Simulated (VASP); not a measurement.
# Si2Ge (P4/mmm) in VASP: single point with PBE

Aim: the single point of Si2Ge with PBE.

All numbers are computed with VASP 6.6.1; they aren't measurements. Logs are shortened: lines on timing, memory, paths and dates and some standing lists are left out, and cuts for length are marked.

### 1 The cell of the first run

The structure is tetragonal, space group P4/mmm (No. 123). Conventional cell: a = 3.510 Å, b = 3.510 Å, c = 5.102 Å, α = 90.00°, β = 90.00°, γ = 90.00°. Within 3.3 Å of Si (site symmetry 4/mmm) lie 4 Ge at 2.48 Å. Within 3.4 Å of Si (site symmetry 4/mmm) lie 2 Ge at 2.55 Å. Within 3.3 Å of Ge (site symmetry 4/mmm) lie 6 Si at 2.48 to 2.55 Å.

### 2 Single point, PBE

File INCAR:

```
SYSTEM = Si2Ge
  ALGO = Normal
  EDIFF = 1E-6
  ENCUT = 500
  GGA = PE
  GGA_COMPAT = .FALSE.
  ISIF = 2
  ISMEAR = 0
  LASPH = .TRUE.
  LCHARG = .FALSE.
  LREAL = .FALSE.
  LWAVE = .FALSE.
  NBANDS = 18
  NELM = 120
  PREC = Accurate
  SIGMA = 0.2
```

File KPOINTS:

```
k-points
0
G
  6 6 4
  0 0 0
```

File POSCAR:

```
Si2Ge
1.0
    3.5095411745      0.0000000000      0.0000000000
    0.0000000000      3.5095411745      0.0000000000
    0.0000000000      0.0000000000      5.1020954034
Si Ge
2 1
Direct
    0.5000000000      0.5000000000      0.5000000000
    0.0000000000      0.0000000000      0.0000000000
    0.0000000000      0.0000000000      0.5000000000
```

Potentials or basis: VASP PAW PBE potentials, release 64 (Si, Ge_d).

Launch:

```sh
cat potpaw_PBE.64/Si/POTCAR potpaw_PBE.64/Ge_d/POTCAR > POTCAR
mpirun -np 1 vasp_std > vasp.out
```

OUTCAR:

```text
SYSTEM = Si2Ge
   EDIFF = 1E-6
   ENCUT = 500
   GGA = PE
   ISIF = 2
   ISMEAR = 0
   LASPH = .TRUE.
   LREAL = .FALSE.
   NELM = 120
   PREC = Accurate

 ion  position               nearest neighbor table
   1  0.500  0.500  0.500-   3 2.48   3 2.48   3 2.48   3 2.48
   2  0.000  0.000  0.000-   3 2.55   3 2.55
   3  0.000  0.000  0.500-   1 2.48   1 2.48   1 2.48   1 2.48   2 2.55   2 2.55

  LATTYP: Found a simple tetragonal cell.
 ALAT       =     3.5095411745
 C/A-ratio  =     1.4537784712

  Lattice vectors:

 A1 = (   3.5095411745,   0.0000000000,   0.0000000000)
 A2 = (   0.0000000000,   3.5095411745,   0.0000000000)
 A3 = (   0.0000000000,   0.0000000000,   5.1020954034)

Analysis of symmetry for initial positions (statically):
=====================================================================
 Subroutine PRICEL returns:
 Original cell was already a primitive cell.

 Routine SETGRP: Setting up the symmetry group for a
 simple tetragonal supercell.

 Subroutine GETGRP returns: Found 16 space group operations
 (whereof 16 operations were pure point group operations)
 out of a pool of 16 trial point group operations.

The static configuration has the point symmetry D_4h.

Analysis of symmetry for dynamics (positions and initial velocities):
=====================================================================
 Subroutine PRICEL returns:
 Original cell was already a primitive cell.

 Routine SETGRP: Setting up the symmetry group for a
 simple tetragonal supercell.

 Subroutine GETGRP returns: Found 16 space group operations
 (whereof 16 operations were pure point group operations)
 out of a pool of 16 trial point group operations.

The dynamic configuration has the point symmetry D_4h.

 Subroutine INISYM returns: Found 16 space group operations
 (whereof 16 operations are pure point group operations),
 and found     1 'primitive' translations

----------------------------------------------------------------------------------------

                                     Primitive cell

  volume of cell :      62.8419

  direct lattice vectors                    reciprocal lattice vectors
     3.509541174  0.000000000  0.000000000     0.284937532  0.000000000  0.000000000
     0.000000000  3.509541174  0.000000000     0.000000000  0.284937532  0.000000000
     0.000000000  0.000000000  5.102095403     0.000000000  0.000000000  0.195997903
[... 78 lines left out ...]
   ISTART =      0    job   : 0-new  1-cont  2-samecut
   ICHARG =      2    charge: 1-file 2-atom 10-const
   ISPIN  =      1    spin polarized calculation?
   LNONCOLLINEAR =      F non collinear calculations
   LSORBIT =      F    spin-orbit coupling
   LASPH  =      T    aspherical Exc in radial PAW
   ENCUT  =  500.0 eV  36.75 Ry    6.06 a.u.   6.40  6.40  9.30*2*pi/ulx,y,z
   NELM   =    120;   NELMIN=  2; NELMDL= -5     # of ELM steps
   EDIFF  = 0.1E-05   stopping-criterion for ELM
   LREAL  =      F    real-space projection
[... 7 lines left out ...]
   TEBEG  =    0.0;   TEEND  =   0.0 temperature during run
   PSTRESS=    0.0 pullay stress
   NELECT =      22.0000    total number of electrons
   NUPDOWN=      -1.0000    fix difference up-down
   EMIN   =  10.00;   EMAX   =-10.00  energy-range for DOS
   EFERMI =   0.00;   METHOD = LEGACY
   ISMEAR =     0;   SIGMA  =   0.20  broadening in eV -4-tet -1-fermi 0-gaus
   EFERMI_NEDOS =   21; number of points for ismear=-14 and -15
   IALGO  =     38    algorithm
   IMIX   =      4    mixing-type and parameters
     AMIX     =   0.40;   BMIX     =  1.00
     AMIX_MAG =   1.60;   BMIX_MAG =  1.00
  volume/ion in A,a.u.               =      20.95       141.36
  Fermi-wavevector in a.u.,A,eV,Ry     =   1.153806  2.180376 18.112992  1.331267
  Thomas-Fermi vector in A             =   2.290447
   LORBIT       =      0    0 simple, 1 ext, 2 COOP (PROOUT), +10 PAW based schemes
   GGA     = PE    functional components
   LHFCALC =     F    Hartree Fock is set to
   AEXX    =    0.0000 exact exchange contribution
   IVDW    =     0    specifies the selected vdW correction
   LEPSILON=     F    determine dielectric tensor
   LRPA    =     F    only Hartree local field effects (RPA)
 non-spin polarized calculation
 Gauss-broadening in eV      SIGMA  =   0.20
  energy-cutoff  :      500.00
  volume of cell :       62.84
 maximum number of plane-waves:      1614
 NGX is ok and might be reduce to    28
   NGX = 13   NGY = 13   NGZ = 19

 number of electron      21.9999995 magnetization

 Free energy of the ion-electron system (eV)
  ---------------------------------------------------
  ext. energy  EPLUGINS =         0.00000000
  ---------------------------------------------------
  free energy    TOTEN  =       -12.74585289 eV

  energy without entropy =      -12.72955858  energy(sigma->0) =      -12.73770573

 E-fermi :   5.5223     XC(G=0):  -9.8652

 val. band max:        5.4319266313   @ k =   0.5000   0.5000   0.5000
 cond. band min:       5.6165793344   @ k =   0.5000   0.5000   0.0000
 fundamental gap:      0.1846527032
 Fermi energy:         5.5223316760

 k-point     1 :       0.0000    0.0000    0.0000
  band No.  band energies     occupation
      1     -18.9323      2.00000
      2     -18.8820      2.00000
      3     -18.8701      2.00000
      4     -18.8695      2.00000
      5     -18.8695      2.00000
      6      -7.1200      2.00000
[... 481 lines left out ...]
      5     -18.8498      2.00000
      6      -4.3551      2.00000
[... 10 lines left out ...]
     17      10.5904      0.00000
     18      12.4188      0.00000

 [... further k-points ...]

------------------------ aborting loop because EDIFF is reached ----------------------------------------

  FORCE on cell =-STRESS in cart. coord.  units (eV):
  Direction    XX          YY          ZZ          XY          YZ          ZX
  --------------------------------------------------------------------------------------
  -------------------------------------------------------------------------------------
  Total        0.0460350      0.0460350      0.0157967      0.0000000     -0.0000000      0.0000000
  in kB        1.1736793      1.1736793      0.4027436      0.0000000     -0.0000000      0.0000000
  external PRESSURE =       0.9167007 kB  Pullay stress =       0.0000000 kB

 VOLUME and BASIS-vectors are now :
 -----------------------------------------------------------------------------
  energy-cutoff  :      500.00
  volume of cell :       62.84
      direct lattice vectors                 reciprocal lattice vectors
     3.509541174  0.000000000  0.000000000     0.284937532  0.000000000  0.000000000
     0.000000000  3.509541174  0.000000000     0.000000000  0.284937532  0.000000000
     0.000000000  0.000000000  5.102095403     0.000000000  0.000000000  0.195997903

 POSITION                                       TOTAL-FORCE (eV/Angst)
 -----------------------------------------------------------------------------------
      1.75477      1.75477      2.55105         0.000000      0.000000      0.000000
      0.00000      0.00000      0.00000         0.000000      0.000000      0.000000
      0.00000      0.00000      2.55105         0.000000      0.000000      0.000000
 -----------------------------------------------------------------------------------
    total drift:                               -0.000000     -0.000000      0.000000

  FREE ENERGIE OF THE ION-ELECTRON SYSTEM (eV)
  ---------------------------------------------------
  free  energy   TOTEN  =       -12.7458528863 eV

  energy  without entropy=      -12.7295585792  energy(sigma->0) =      -12.73770573
```

OSZICAR:

```text
N       E                     dE             d eps       ncg     rms          rms(c)
DAV:   1     0.121508365301E+03    0.12151E+03   -0.10462E+04  1222   0.214E+03
DAV:   2     0.278522269266E+01   -0.11872E+03   -0.11472E+03  1158   0.479E+02
DAV:   3    -0.125082091245E+02   -0.15293E+02   -0.15126E+02  1324   0.100E+02
DAV:   4    -0.129379402848E+02   -0.42973E+00   -0.42928E+00  1328   0.171E+01
DAV:   5    -0.129464472492E+02   -0.85070E-02   -0.85063E-02  1354   0.274E+00    0.371E+00
DAV:   6    -0.127765929368E+02    0.16985E+00   -0.31375E-01  1268   0.221E+00    0.207E+00
DAV:   7    -0.127478169193E+02    0.28776E-01   -0.90670E-02  1364   0.191E+00    0.610E-01
DAV:   8    -0.127459538968E+02    0.18630E-02   -0.13524E-02  1394   0.866E-01    0.161E-01
DAV:   9    -0.127458851656E+02    0.68731E-04   -0.18177E-03  1318   0.248E-01    0.703E-02
DAV:  10    -0.127458505746E+02    0.34591E-04   -0.35407E-04  1246   0.132E-01    0.243E-02
DAV:  11    -0.127458534041E+02   -0.28295E-05   -0.24344E-05  1300   0.278E-02    0.615E-03
DAV:  12    -0.127458528863E+02    0.51778E-06   -0.44339E-06  1226   0.130E-02
   1 F= -.12745853E+02 E0= -.12737706E+02  d E =-.162943E-01
```

stdout:

```text
POSCAR found type information on POSCAR SiGe
 POSCAR found :  2 types and       3 ions
 scaLAPACK will be used
 LDA part: xc-table for (Slater+PW92), standard interpolation
 POSCAR, INCAR and KPOINTS ok, starting setup
 FFT: planning ... GRIDC
 FFT: planning ... GRID_SOFT
 FFT: planning ... GRID
 WAVECAR not read
 entering main loop
```

It took 25 s on 1 thread of Intel Xeon 6975P-C, shared host; peak memory 0.19 GiB.

Results:

```yaml
Free_energy: -12.7459 eV
Pressure: 0.1 GPa
Band_gap_on_the_k_mesh: zero (band 11 reaches 7.34 eV, above the bottom of band 12 at 4.08 eV)
```

Stress tensor (GPa, compression positive):
```
0.12 0.00 0.00
0.00 0.12 0.00
0.00 0.00 0.04
```
